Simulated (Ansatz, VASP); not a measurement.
Zn4HO4: VASP beside Ansatz

```
CELL_PARAMETERS angstrom
5.51481 0.00000 0.00000
0.00000 5.51481 0.00000
0.00000 0.00000 3.24301
ATOMIC_POSITIONS crystal
Zn 0.18207 0.18207 0.50000
Zn 0.81793 0.81793 0.50000
Zn 0.68207 0.31793 0.00000
Zn 0.31793 0.68207 0.00000
O 0.81800 0.18200 0.50000
O 0.18200 0.81800 0.50000
O 0.68200 0.68200 0.00000
O 0.31800 0.31800 0.00000
H 0.00004 0.68200 0.20000
```

Alike in both runs: task single point; functional PBEsol; k mesh 4 × 4 × 8; occupations gaussian, width 0.05 eV; no spin polarisation.

```csv
,VASP,Ansatz
version,VASP 6.6.1,Ansatz 0.2.0
potentials or method,"VASP PAW PBE potentials, release 64 (Zn, O, H), cutoff 520 eV","scalar-relativistic, plane waves, PAW"
valence electrons in the cell,73,73
```

|  | VASP | Ansatz | Ansatz less VASP |
| --- | --- | --- | --- |
| gap on the k mesh at the Fermi level (eV) | none | none | - |
| pressure (GPa) | 7.5 | 6.6 | -0.92 |
| traceless stress, the component that is largest in VASP (GPa) | -2.66 | -2.54 | +0.118 |
| rms of the force components (eV/Å) | 0.557 | 0.545 | -0.0115 |

VASP's potentials were made for PBE, not for PBEsol, and Ansatz warns of the same on its side. Atom by atom the forces differ by 0.013 eV/Å (rms over components). A gap of «none» marks a metal or a gap that the smearing closes.
